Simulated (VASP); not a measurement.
# BeSb in VASP: notebook

BeSb is run at these levels: PBE; tasks: single point.

Program: VASP 6.6.1. These are calculated values, not measurements. Logs are shortened: lines on timing, memory, paths and dates and some standing lists are left out, and cuts for length are marked.

## (1) The cell of the first run

The cell holds a sheet with vacuum, 2 atoms: a = 4.080 Å, b = 4.080 Å, c = 26.964 Å, α = 90.00°, β = 90.00°, γ = 120.00°.

## (2) Single point, PBE

INCAR reads:

```
ALGO = Normal
DIPOL = 0.5 0.5 0.297
EDIFF = 1E-7
ENCUT = 520
GGA = PE
IDIPOL = 3
ISIF = 2
ISMEAR = 0
LASPH = True
LCHARG = True
LDIPOL = True
LELF = True
LREAL = False
LVACPOTAV = True
LVHAR = True
LWAVE = False
NBANDS = 10
NELM = 60
PREC = Accurate
SIGMA = 0.1
```

KPOINTS reads:

```
k-points
0
Gamma
  18 18 1
```

POSCAR reads:

```
BeSb
1.0
    4.0802300050      0.0000002642      0.0000000000
   -2.0401152314      3.5335827055      0.0000000000
    0.0000000000      0.0000000000     26.9636230400
Be Sb
1 1
Direct
    0.6666666667      0.3333333333      0.2966969360
    0.3333333333      0.6666666667      0.2966951306
```

Potentials or basis: VASP PAW PBE potentials, release 64 (Be, Sb).

Launch:

```bash
$ cat potpaw_PBE.64/Be/POTCAR potpaw_PBE.64/Sb/POTCAR > POTCAR
$ mpirun -np 1 vasp_std > vasp.out
```

OUTCAR:

```text
EDIFF = 1E-7
   ENCUT = 520
   GGA = PE
   ISIF = 2
   ISMEAR = 0
   LASPH = True
   LREAL = False
   NELM = 60
   PREC = Accurate

 ion  position               nearest neighbor table
   1  0.667  0.333  0.297-   2 2.36   2 2.36   2 2.36
   2  0.333  0.667  0.297-   1 2.36   1 2.36   1 2.36

  LATTYP: Found a hexagonal cell.
 ALAT       =     4.0802300050
 C/A-ratio  =     6.6083585991

  Lattice vectors:

 A1 = (   4.0802300050,   0.0000002642,   0.0000000000)
 A2 = (  -2.0401152314,   3.5335827055,   0.0000000000)
 A3 = (   0.0000000000,   0.0000000000,  26.9636230400)

Analysis of symmetry for initial positions (statically):
=====================================================================
 Subroutine PRICEL returns:
 Original cell was already a primitive cell.

 Routine SETGRP: Setting up the symmetry group for a
 hexagonal supercell.

 Subroutine GETGRP returns: Found 12 space group operations
 (whereof  6 operations were pure point group operations)
 out of a pool of 24 trial point group operations.

The static configuration has the point symmetry C_3v.
 The point group associated with its full space group is D_3h.

Analysis of symmetry for dynamics (positions and initial velocities):
=====================================================================
 Subroutine PRICEL returns:
 Original cell was already a primitive cell.

 Routine SETGRP: Setting up the symmetry group for a
 hexagonal supercell.

 Subroutine GETGRP returns: Found 12 space group operations
 (whereof  6 operations were pure point group operations)
 out of a pool of 24 trial point group operations.

The dynamic configuration has the point symmetry C_3v.
 The point group associated with its full space group is D_3h.

 Subroutine INISYM returns: Found 12 space group operations
 (whereof  6 operations are pure point group operations),
 and found     1 'primitive' translations

----------------------------------------------------------------------------------------

                                     Primitive cell

  volume of cell :     388.7570

  direct lattice vectors                    reciprocal lattice vectors
     4.080230005  0.000000264  0.000000000     0.245084214  0.141499458  0.000000000
    -2.040115231  3.533582706  0.000000000    -0.000000018  0.282998884  0.000000000
     0.000000000  0.000000000 26.963623040     0.000000000  0.000000000  0.037087004

  length of vectors
     4.080230005  4.080230005 26.963623040     0.282998884  0.282998884  0.037087004

  position of ions in fractional coordinates (direct lattice)
     0.666666667  0.333333333  0.296696936
     0.333333333  0.666666667  0.296695131

  ion indices of the primitive-cell ions
   primitive index   ion index
                 1           1
                 2           2

----------------------------------------------------------------------------------------

 KPOINTS: k-points

Automatic generation of k-mesh.
 Grid dimensions read from file:
 generate k-points for:   18   18    1

 Generating k-lattice:

  Cartesian coordinates                     Fractional coordinates (reciprocal lattice)
     0.013615790  0.007861081  0.000000000     0.055555556  0.000000000  0.000000000
    -0.000000001  0.015722160  0.000000000     0.000000000  0.055555556  0.000000000
     0.000000000  0.000000000  0.037087004     0.000000000  0.000000000  1.000000000

  Length of vectors
     0.015722160  0.015722160  0.037087004

  Shift w.r.t. Gamma in fractional coordinates (k-lattice)
     0.000000000  0.000000000  0.000000000

 Subroutine IBZKPT returns following result:
 ===========================================

 Found     37 irreducible k-points:

 Following reciprocal coordinates:
            Coordinates               Weight
  0.000000  0.000000  0.000000      1.000000
  0.055556  0.000000  0.000000      6.000000
  0.111111  0.000000  0.000000      6.000000
  0.166667  0.000000  0.000000      6.000000
  0.222222  0.000000  0.000000      6.000000
  0.277778  0.000000  0.000000      6.000000
[... 16 lines left out ...]
  0.333333  0.111111  0.000000     12.000000
  0.388889  0.111111  0.000000     12.000000
 [... further k-points ...]
   k-points           NKPTS =     37   k-points in BZ     NKDIM =     37   number of bands    NBANDS=     10
   number of dos      NEDOS =    301   number of ions     NIONS =      2
   total plane-waves  NPLWV = 189000
   dimension x,y,z NGX =    30 NGY =   30 NGZ =  210
   dimension x,y,z NGXF=    60 NGYF=   60 NGZF=  420
   ions per type =               1   1
   NGX,Y,Z   is equivalent  to a cutoff of  12.22, 12.22, 12.95 a.u.
   NGXF,Y,Z  is equivalent  to a cutoff of  24.45, 24.45, 25.90 a.u.
 SYSTEM =  unknown system
   PREC   = accura    normal or accurate (medium, high low for compatibility)
   ISTART =      0    job   : 0-new  1-cont  2-samecut
   ICHARG =      2    charge: 1-file 2-atom 10-const
   ISPIN  =      1    spin polarized calculation?
   LNONCOLLINEAR =      F non collinear calculations
   LSORBIT =      F    spin-orbit coupling
   LASPH  =      T    aspherical Exc in radial PAW
   ENCUT  =  520.0 eV  38.22 Ry    6.18 a.u.   7.59  7.59 50.13*2*pi/ulx,y,z
   NELM   =     60;   NELMIN=  2; NELMDL= -5     # of ELM steps
   EDIFF  = 0.1E-06   stopping-criterion for ELM
   LREAL  =      F    real-space projection
   EDIFFG = 0.1E-05   stopping-criterion for IOM
   NSW    =      0    number of steps for IOM
   IBRION =     -1    ionic relax: 0-MD 1-quasi-New 2-CG
   NFREE  =      0    steps in history (QN), initial steepest desc. (CG)
   ISIF   =      2    stress and relaxation
   ISYM   =      2    0-nonsym 1-usesym 2-fastsym
   POTIM  = 0.5000    time-step for ionic-motion
   TEBEG  =    0.0;   TEEND  =   0.0 temperature during run
   PSTRESS=    0.0 pullay stress
   NELECT =       7.0000    total number of electrons
   NUPDOWN=      -1.0000    fix difference up-down
   EMIN   =  10.00;   EMAX   =-10.00  energy-range for DOS
   EFERMI =   0.00;   METHOD = LEGACY
   ISMEAR =     0;   SIGMA  =   0.10  broadening in eV -4-tet -1-fermi 0-gaus
   EFERMI_NEDOS =   21; number of points for ismear=-14 and -15
   IALGO  =     38    algorithm
   IMIX   =      4    mixing-type and parameters
     AMIX     =   0.40;   BMIX     =  1.00
     AMIX_MAG =   1.60;   BMIX_MAG =  1.00
  volume/ion in A,a.u.               =     194.38      1311.73
  Fermi-wavevector in a.u.,A,eV,Ry     =   0.429090  0.810862  2.505077  0.184118
  Thomas-Fermi vector in A             =   1.396780
   LORBIT       =      0    0 simple, 1 ext, 2 COOP (PROOUT), +10 PAW based schemes
   GGA     = PE    functional components
   LHFCALC =     F    Hartree Fock is set to
   AEXX    =    0.0000 exact exchange contribution
   IVDW    =     0    specifies the selected vdW correction
   LEPSILON=     F    determine dielectric tensor
   LRPA    =     F    only Hartree local field effects (RPA)
 non-spin polarized calculation
 Gauss-broadening in eV      SIGMA  =   0.10
  energy-cutoff  :      520.00
  volume of cell :      388.76
 maximum number of plane-waves:     10529
   NGX = 15   NGY = 15   NGZ =101

 dipolmoment           0.000000      0.000000     -0.000015 electrons x Angstroem

 number of electron       7.0000001 magnetization

 dipolmoment           0.000000      0.000000      0.000282 electrons x Angstroem

 Free energy of the ion-electron system (eV)
  ---------------------------------------------------
  ext. energy  EPLUGINS =         0.00000000
  ---------------------------------------------------
  free energy    TOTEN  =        -6.44517210 eV

  energy without entropy =       -6.43763140  energy(sigma->0) =       -6.44140175

 E-fermi :  -3.9369     XC(G=0):  -1.5417

 val. band max:       -3.9469723489   @ k =   0.3889   0.0556   0.0000
 cond. band min:      -3.8845678602   @ k =   0.1667   0.0000   0.0000
 fundamental gap:      0.0624044887
 Fermi energy:        -3.9368680759

 k-point     1 :       0.0000    0.0000    0.0000
  band No.  band energies     occupation
      1     -13.2426      2.00000
      2      -5.4914      2.00000
      3      -3.3753      0.00000
      4      -3.3753      0.00000
      5      -0.0609      0.00000
      6       0.7073      0.00000
      7       0.8938      0.00000
      8       1.1910      0.00000
      9       1.2994      0.00000
     10       1.2994      0.00000

 k-point     2 :       0.0556    0.0000    0.0000
  band No.  band energies     occupation
      1     -13.2176      2.00000
      2      -5.4588      2.00000
      3      -3.5993      0.00000
      4      -3.4461      0.00000
      5       0.0052      0.00000
      6       0.7844      0.00000
      7       0.9297      0.00000
      8       1.2254      0.00000
      9       1.3683      0.00000
     10       1.4355      0.00000

 k-point     3 :       0.1111    0.0000    0.0000
  band No.  band energies     occupation
      1     -13.1436      2.00000
      2      -5.3615      2.00000
      3      -4.1491      1.99731
      4      -3.6335      0.00002
      5       0.1454      0.00000
      6       0.7822      0.00000
      7       1.0366      0.00000
      8       1.3336      0.00000
      9       1.7595      0.00000
     10       1.8217      0.00000

 k-point     4 :       0.1667    0.0000    0.0000
  band No.  band energies     occupation
      1     -13.0237      2.00000
      2      -5.2018      2.00000
      3      -4.8380      2.00000
      4      -3.8846      0.45952
      5       0.2961      0.00000
      6       0.6690      0.00000
      7       1.2096      0.00000
      8       1.5191      0.00000
      9       1.9807      0.00000
     10       2.1827      0.00000

 k-point     5 :       0.2222    0.0000    0.0000
  band No.  band energies     occupation
      1     -12.8638      2.00000
      2      -5.5534      2.00000
      3      -4.9840      2.00000
      4      -4.1506      1.99750
      5       0.2921      0.00000
      6       0.7318      0.00000
      7       1.3338      0.00000
      8       1.6109      0.00000
      9       1.7789      0.00000
     10       2.2746      0.00000

 k-point     6 :       0.2778    0.0000    0.0000
  band No.  band energies     occupation
      1     -12.6744      2.00000
      2      -6.2331      2.00000
      3      -4.7162      2.00000
      4      -4.3980      2.00000
      5       0.1408      0.00000
      6       0.7576      0.00000
      7       1.0171      0.00000
      8       1.8286      0.00000
      9       2.1127      0.00000
     10       2.5983      0.00000
[... 183 lines left out ...]
 k-point    21 :       0.2222    0.1111    0.0000
  band No.  band energies     occupation
      1     -12.6134      2.00000
      2      -6.2816      2.00000
      3      -4.7805      2.00000
      4      -4.6276      2.00000
      5       0.6451      0.00000
      6       0.7813      0.00000
      7       1.1454      0.00000
      8       1.9176      0.00000
      9       2.2238      0.00000
     10       2.6951      0.00000

 k-point    22 :       0.2778    0.1111    0.0000
  band No.  band energies     occupation
      1     -12.4177      2.00000
      2      -6.8246      2.00000
      3      -5.0232      2.00000
      4      -4.3290      2.00000
      5       0.0513      0.00000
      6       0.6663      0.00000
      7       1.5050      0.00000
      8       2.2901      0.00000
      9       2.6315      0.00000
     10       3.0695      0.00000

 k-point    23 :       0.3333    0.1111    0.0000
  band No.  band energies     occupation
      1     -12.2361      2.00000
      2      -7.2674      2.00000
      3      -5.2001      2.00000
      4      -4.0260      1.79239
      5      -0.4787      0.00000
      6       0.5590      0.00000
      7       1.9524      0.00000
      8       2.6962      0.00000
      9       3.1124      0.00000
     10       3.4214      0.00000

 k-point    24 :       0.3889    0.1111    0.0000
  band No.  band energies     occupation
      1     -12.1033      2.00000
      2      -7.5618      2.00000
      3      -5.3075      2.00000
      4      -3.7772      0.02394
      5      -0.8695      0.00000
      6       0.4900      0.00000
      7       2.4554      0.00000
      8       3.0125      0.00000
      9       3.6312      0.00000
     10       3.6547      0.00000

 [... further k-points ...]

------------------------ aborting loop because EDIFF is reached ----------------------------------------

 vacuum level on the upper side and lower side of the slab       (xc-potential included)        -0.072        -0.073

  FORCE on cell =-STRESS in cart. coord.  units (eV):
  Direction    XX          YY          ZZ          XY          YZ          ZX
  --------------------------------------------------------------------------------------
  -------------------------------------------------------------------------------------
  Total        0.0964797      0.0964797     -0.0010931     -0.0000000      0.0000000      0.0000000
  in kB        0.3976203      0.3976203     -0.0045049     -0.0000000      0.0000000      0.0000000
  external PRESSURE =       0.2635785 kB  Pullay stress =       0.0000000 kB

 VOLUME and BASIS-vectors are now :
 -----------------------------------------------------------------------------
  energy-cutoff  :      520.00
  volume of cell :      388.76
      direct lattice vectors                 reciprocal lattice vectors
     4.080230005  0.000000264  0.000000000     0.245084214  0.141499458  0.000000000
    -2.040115231  3.533582706  0.000000000    -0.000000018  0.282998884  0.000000000
     0.000000000  0.000000000 26.963623040     0.000000000  0.000000000  0.037087004

 POSITION                                       TOTAL-FORCE (eV/Angst)
 -----------------------------------------------------------------------------------
      2.04011      1.17786      8.00002         0.000000      0.000000      0.000000
     -0.00000      2.35572      7.99998        -0.000000      0.000000     -0.000000
 -----------------------------------------------------------------------------------
    total drift:                               -0.000000      0.000000      0.017649

  FREE ENERGIE OF THE ION-ELECTRON SYSTEM (eV)
  ---------------------------------------------------
  free  energy   TOTEN  =        -6.4451720990 eV

  energy  without entropy=       -6.4376313965  energy(sigma->0) =       -6.44140175

 vacuum level on the upper side and lower side of the slab         1.112         1.109
```

It took 7.1 min on 1 thread of Intel Xeon 8259CL, shared host; peak memory 0.54 GiB.

What came out:

| Quantity | Value |
| --- | --- |
| Free energy | -6.4452 eV |
| Band gap on the k mesh | zero (an odd number of electrons rules out a gap without spin polarisation) |
| Work function of the upper face | 5.05 eV |
| Work function of the lower face | 5.05 eV |

Caveat: spin-orbit coupling is left out, which moves the levels of the heavy elements.

## (3) Single point, PBE

INCAR reads:

```
SYSTEM = BeSb
PREC = Accurate ; ENCUT = 520
EDIFF = 1E-6 ; ISMEAR = 0
SIGMA = 0.1 ; LREAL = .False.
LASPH = .True. ; NELM = 80
ALGO = Normal ; ISIF = 2
LWAVE = .False. ; LCHARG = .False.
LDIPOL = .True. ; IDIPOL = 3
DIPOL = 0.5 0.5 0.297 ; GGA = PE
NBANDS = 10
```

KPOINTS reads:

```
Automatic mesh
0
Gamma
  18 18 1
  0 0 0
```

POSCAR reads:

```
BeSb
1.0
    4.0802300050      0.0000002643      0.0000000000
   -2.0401152313      3.5335827055      0.0000000000
    0.0000000000      0.0000000000     26.9636230400
Be Sb
1 1
Direct
    0.6666666667      0.3333333333      0.2966960333
    0.3333333333      0.6666666667      0.2966960333
```

Potentials or basis: VASP PAW PBE potentials, release 64 (Be, Sb).

Launch:

```bash
$ cat potpaw_PBE.64/Be/POTCAR potpaw_PBE.64/Sb/POTCAR > POTCAR
$ mpirun -np 1 vasp_std > vasp.out
```

Run time: 5.7 min. Hardware: 1 thread of Intel Xeon 8259CL, shared host; peak memory 0.53 GiB.

It converged, with:

```
Free energy            : -6.4452 eV
Band gap on the k mesh : zero (an odd number of electrons rules out a gap without spin polarisation)
```

Levels at points of the mesh, in eV from the Fermi level:
```csv
k point,band 1,band 2,band 3,band 4,band 5,band 6,band 7,band 8
"(0.00, 0.00, 0.00)",-9.31,-1.55,0.56,0.56,3.88,4.64,4.83,5.10
"(0.50, 0.00, 0.00)",-8.16,-3.81,-0.95,0.19,2.91,3.72,6.71,7.11
```

Caveat: spin-orbit coupling is left out, which moves the levels of the heavy elements.

## (4) Single point, PBE

INCAR reads:

```
SYSTEM = BeSb
  PREC = Accurate
  ENCUT = 520
  EDIFF = 1E-6
  ISMEAR = 0
  SIGMA = 0.1
  LREAL = .FALSE.
  LASPH = .TRUE.
  NELM = 60
  ALGO = Normal
  ISIF = 2
  LWAVE = .FALSE.
  LCHARG = .FALSE.
  LDIPOL = .TRUE.
  IDIPOL = 3
  DIPOL = 0.5 0.5 0.297
  GGA = PE
  NBANDS = 10
```

KPOINTS reads:

```
regular mesh
0
G
  18 18 1
  0 0 0
```

POSCAR reads:

```
BeSb
1.0
    4.0802300050      0.0000002642      0.0000000000
   -2.0401152314      3.5335827055      0.0000000000
    0.0000000000      0.0000000000     26.9636230400
Be Sb
1 1
Direct
    0.6666666667      0.3333333333      0.2966969360
    0.3333333333      0.6666666667      0.2966951306
```

Potentials or basis: VASP PAW PBE potentials, release 64 (Be, Sb).

Launch:

```bash
$ cat potpaw_PBE.64/Be/POTCAR potpaw_PBE.64/Sb/POTCAR > POTCAR
$ mpirun -np 1 vasp_std > vasp.out
```

OUTCAR:

```text
SYSTEM = BeSb
   PREC = Accurate
   ENCUT = 520
   EDIFF = 1E-6
   ISMEAR = 0
   LREAL = .FALSE.
   LASPH = .TRUE.
   NELM = 60
   ISIF = 2
   GGA = PE

 ion  position               nearest neighbor table
   1  0.667  0.333  0.297-   2 2.36   2 2.36   2 2.36
   2  0.333  0.667  0.297-   1 2.36   1 2.36   1 2.36

  LATTYP: Found a hexagonal cell.
 ALAT       =     4.0802300050
 C/A-ratio  =     6.6083585991

  Lattice vectors:

[... 507 lines left out ...]
 vacuum level on the upper side and lower side of the slab       (xc-potential included)        -0.005        -0.009

  FORCE on cell =-STRESS in cart. coord.  units (eV):
  Direction    XX          YY          ZZ          XY          YZ          ZX
  --------------------------------------------------------------------------------------
  -------------------------------------------------------------------------------------
  Total        0.0964981      0.0964981     -0.0010814     -0.0000000     -0.0000000      0.0000000
  in kB        0.3976958      0.3976958     -0.0044568     -0.0000000     -0.0000000      0.0000000
  external PRESSURE =       0.2636449 kB  Pullay stress =       0.0000000 kB

 VOLUME and BASIS-vectors are now :
 -----------------------------------------------------------------------------
  energy-cutoff  :      520.00
  volume of cell :      388.76
      direct lattice vectors                 reciprocal lattice vectors
     4.080230005  0.000000264  0.000000000     0.245084214  0.141499458  0.000000000
    -2.040115231  3.533582706  0.000000000    -0.000000018  0.282998884  0.000000000
     0.000000000  0.000000000 26.963623040     0.000000000  0.000000000  0.037087004

 POSITION                                       TOTAL-FORCE (eV/Angst)
 -----------------------------------------------------------------------------------
      2.04011      1.17786      8.00002        -0.000000     -0.000000      0.000000
     -0.00000      2.35572      7.99998         0.000000      0.000000     -0.000000
 -----------------------------------------------------------------------------------
    total drift:                               -0.000000      0.000000      0.017656

  FREE ENERGIE OF THE ION-ELECTRON SYSTEM (eV)
  ---------------------------------------------------
  free  energy   TOTEN  =        -6.4451719100 eV

  energy  without entropy=       -6.4376312049  energy(sigma->0) =       -6.44140156

 vacuum level on the upper side and lower side of the slab         1.106         1.102
```

OSZICAR:

```text
N       E                     dE             d eps       ncg     rms          rms(c)
DAV:   1     0.352352255477E+02    0.35235E+02   -0.16042E+03   740   0.377E+02
DAV:   2    -0.376520429002E+01   -0.39000E+02   -0.35753E+02  1052   0.637E+01
DAV:   3    -0.683334747416E+01   -0.30681E+01   -0.30312E+01  1008   0.241E+01
[... 12 lines left out ...]
DAV:  16    -0.644512400414E+01   -0.67362E-04   -0.48281E-06   838   0.542E-03    0.900E-04
DAV:  17    -0.644515929120E+01   -0.35287E-04   -0.27951E-06   904   0.338E-03    0.331E-04
DAV:  18    -0.644516746483E+01   -0.81736E-05   -0.44908E-07   990   0.136E-03    0.219E-04
DAV:  19    -0.644517154046E+01   -0.40756E-05   -0.12388E-07   834   0.840E-04    0.871E-05
DAV:  20    -0.644517191004E+01   -0.36957E-06   -0.18369E-09   992   0.148E-04
   1 F= -.64451719E+01 E0= -.64414016E+01  d E =-.754071E-02
```

Wall time 5.9 min (1 thread of Intel Xeon 8259CL, shared host); peak memory 0.52 GiB.

What came out:

- Free energy: -6.4452 eV
- Band gap on the k mesh: zero (an odd number of electrons rules out a gap without spin polarisation)

Caveat: spin-orbit coupling is left out, which moves the levels of the heavy elements.
